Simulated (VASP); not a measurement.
Wanted: the native input for a VASP 6.6.1 run.

```
Task                   : single point
Functional             : PBE
Dispersion             : D3(BJ)
Potentials or basis    : VASP PAW PBE potentials, release 64 (O, H, S)
Cutoff                 : 520 eV
k mesh                 : 1 × 1 × 1
Occupations            : fermi-dirac, width 0.05 eV
Spin                   : no spin polarisation
Dipole correction      : no
Further INCAR settings : LREAL = Auto; ALGO = Normal; EDIFF = 1e-06; NBANDS = 33
```

The structure of H10SO4 lies in POSCAR:

```
H10SO4
1.0
    5.2414830000      0.0000000000      0.0000000000
    0.0000000000      5.2414830000      0.0000000000
    0.0000000000      0.0000000000      5.2414830000
O H S
4 10 1
Direct
    0.1744926007      0.2300112392      0.1477062885
    1.0124806281      0.6995920811      0.4216936314
    0.8210653359     -0.0017552284      0.8437879127
    0.5269501017      0.8157614935      0.2099787407
    0.3110951614      0.2822865208      0.0276257693
    0.2610902296      0.1083471987      0.2425458596
    0.8429866128      0.6776135685      0.3458181587
    1.0284684697      0.5510463356      0.5247179090
    0.8870962665     -0.0809694508      0.6963868813
    0.9545771683      0.0654776520      0.9439313263
    0.6247468512      0.8884699235      0.0607652453
    0.4015085044      0.6889653176      0.1434517674
    0.4605375998      0.7307664644      0.6377393574
    0.4428899226      0.4153023104      0.4947836328
    0.5165904382      0.5070320747      0.7273132432
```

One way to write it, as run:

INCAR

```
SYSTEM = H10SO4
PREC     = Accurate       ! precision mode
ENCUT    = 520            ! plane-wave cutoff, eV
EDIFF    = 1E-6           ! SCF threshold, eV
ISMEAR   = -1             ! smearing method
SIGMA    = 0.05           ! smearing width, eV
LREAL    = Auto         
LASPH    = .TRUE.         ! aspherical terms in the spheres
NELM     = 60             ! most SCF steps
ALGO     = Normal         ! electronic algorithm
ISIF     = 2              ! what is computed and relaxed
LWAVE    = .FALSE.        ! write WAVECAR
LCHARG   = .FALSE.        ! write CHGCAR
GGA      = PE             ! functional
IVDW     = 12             ! dispersion correction
NBANDS   = 33             ! bands
```

KPOINTS

```
Automatic mesh
0
G
  1 1 1
  0 0 0
```

Potentials or basis: VASP PAW PBE potentials, release 64 (O, H, S).

The run is started by

```bash
$ cat potpaw_PBE.64/O/POTCAR potpaw_PBE.64/H/POTCAR potpaw_PBE.64/S/POTCAR > POTCAR
$ mpirun -np 1 vasp_gam > vasp.out
```

Results of the run:

```json
{
 "Pressure": "4.6 GPa",
 "Largest force": "3.220 eV/Å",
 "Dispersion energy per atom": "-0.049 eV"
}
```

Caveat: the k points lie up to 1.20 Å⁻¹ apart; the atoms stand as in a frame of molecular dynamics.

Run time: 22 s on 1 thread of Intel Xeon 8259CL (shared host), peak memory 0.24 GiB.
